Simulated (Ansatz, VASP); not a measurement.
## Nb: VASP beside Ansatz

Contents of INCAR:

```
SYSTEM = Nb
PREC = Accurate
ENCUT = 520
EDIFF = 1E-6
ISMEAR = 0
SIGMA = 0.15
LREAL = .False.
LASPH = .True.
NELM = 100
ALGO = Fast
ISIF = 2
LWAVE = .False.
LCHARG = .False.
GGA = PE
NBANDS = 12
```

The input KPOINTS:

```
regular mesh
0
Gamma
  22 22 22
  0 0 0
```

The input POSCAR:

```
Nb
1.0
    0.0000000000      2.2327361110      1.8978256944
    2.2327361110      0.0000000000      1.8978256944
    2.2327361110      2.2327361110      0.0000000000
Nb
1
Direct
    0.0000000000      0.0000000000      0.0000000000
```

Input for Ansatz:

```yaml
crystal:
  lattice:
    - [0.0, 2.232736111, 1.8978256944]
    - [2.232736111, 0.0, 1.8978256944]
    - [2.232736111, 2.232736111, 0.0]
  atoms:
    - { symbol: Nb, position: [0.0, 0.0, 0.0] }
basis:
  ecutwfc: 420
kpoints:
  mp_grid: { grid: [22, 22, 22] }
hamiltonian:
  xc: pbe
scf:
  occupations: { method: gaussian, width: 0.15 }
output:
  forces: true
  stress: true
  eigenvalues: true
```

Alike in both runs: task single point; functional PBE; k mesh 22 × 22 × 22; occupations gaussian, width 0.15 eV; no spin polarisation.

|  | VASP | Ansatz |
| --- | --- | --- |
| version | VASP 6.6.1 | Ansatz 0.2.0 |
| potentials or method | VASP PAW PBE potentials, release 64 (Nb_sv), cutoff 520 eV | scalar-relativistic, plane waves, PAW |
| valence electrons in the cell | 13 | 13 |

|  | VASP | Ansatz | Ansatz less VASP |
| --- | --- | --- | --- |
| gap on the k mesh at the Fermi level (eV) | none | none | - |
| pressure (GPa) | -4.7 | -4.4 | +0.31 |
| traceless stress, the component that is largest in VASP (GPa) | -11.35 | -11.41 | -0.067 |

A gap of «none» marks a metal or a gap that the smearing closes. The functional is the same, so the differences come from potentials, cutoffs and numerics.
